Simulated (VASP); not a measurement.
## SnO2: single point with PBEsol

SnO2:

```
Sn O
1.0
     3.23058    0.00000    0.00000
    -1.61529    2.79776    0.00000
     0.00000    0.00000   10.79056
Sn O
2 4
Direct
  0.00000 0.00000 0.50000
  0.00000 0.00000 0.00000
  0.66667 0.33333 0.40586
  0.66667 0.33333 0.09414
  0.33333 0.66667 0.59414
  0.33333 0.66667 0.90586
```

```yaml
Program: VASP 6.6.1
Task: single point
Functional: PBEsol
Potentials_or_basis: VASP PAW PBE potentials, release 64 (Sn_d, O)
Cutoff: 520 eV
k_mesh: 3 × 3 × 1
Occupations: methfessel-paxton, width 0.01 eV
Spin: no spin polarisation
Dipole_correction: no
Further_INCAR_settings: ALGO = Normal; EDIFF = 1e-06; NBANDS = 35
```

| Quantity | Value |
| --- | --- |
| Pressure | -3.5 GPa |
| Largest force | 0.399 eV/Å |
| Band gap on the k mesh | 2.11 eV, indirect (least direct gap 2.44 eV) |

Forces in eV/Å, atoms in the order of the input:
```
Sn   0.000  0.000  0.000
Sn   0.000  0.000  0.000
O    0.000  0.000  0.399
O    0.000  0.000 -0.399
O    0.000  0.000 -0.399
O    0.000  0.000  0.399
```

Stress tensor (GPa, compression positive):
```
-4.25  0.00  0.00
 0.00 -4.25  0.00
 0.00  0.00 -2.13
```

Levels at points of the mesh, in eV from the valence-band top:
| k point | band 24 | band 25 | band 26 | band 27 | band 28 | band 29 |
| --- | --- | --- | --- | --- | --- | --- |
| (0.00, 0.00, 0.00) | -0.79 | -0.79 | -0.33 | 2.11 | 2.82 | 5.38 |

It took 11 s on 1 thread of Intel(R) Xeon(R) Platinum 8375C CPU @ 2.90GHz (Ice Lake), with other jobs on the host, peak memory 0.2 GiB.

Caveat: the k points lie up to 0.75 Å⁻¹ apart; the PAW data sets were made with another functional, which shifts forces and pressure a little; spin-orbit coupling is left out, which moves the levels of the heavy elements. PBEsol gaps usually lie below the measured ones, often by a third to a half.
